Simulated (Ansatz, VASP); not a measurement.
Two plane-wave programs on Pt

```
Pt
1.0
    -1.56047    1.56047    1.51366
     1.56047   -1.56047    1.51366
     1.56047    1.56047   -1.51366
Pt
1
Cartesian
  0.0000 0.0000 0.0000
```

Change from the starting cell: strain -0.0300 x Voigt [0, 0, 1, 0, 0, 0], atoms carried along.

Alike in both runs: task single point; functional PBEsol; k mesh 26 × 26 × 26; occupations gaussian, width 0.15 eV; no spin polarisation.

|  | VASP | Ansatz |
| --- | --- | --- |
| version | VASP 6.6.1 | Ansatz 0.2.0 |
| potentials or method | VASP PAW PBE potentials, release 64 (Pt), cutoff 520 eV | scalar-relativistic, plane waves, PAW |
| valence electrons in the cell | 10 | 18 |

VASP gave:

```
gap on the k mesh at the Fermi level (eV)                     : none
pressure (GPa)                                                : 8.9
traceless stress, the component that is largest in VASP (GPa) : -2.31
```

Question: Which values does Ansatz return?

Answer: gap on the k mesh at the Fermi level (eV): none; pressure (GPa): 9.2; traceless stress, the component that is largest in VASP (GPa): -2.30.

VASP's potentials were made for PBE, not for PBEsol. A gap of «none» marks a metal or a gap that the smearing closes. VASP's potentials hold 10 valence electrons a cell and Ansatz's 18, so a difference there can come from the potentials and not from the codes.

Neither program's run includes spin-orbit coupling.
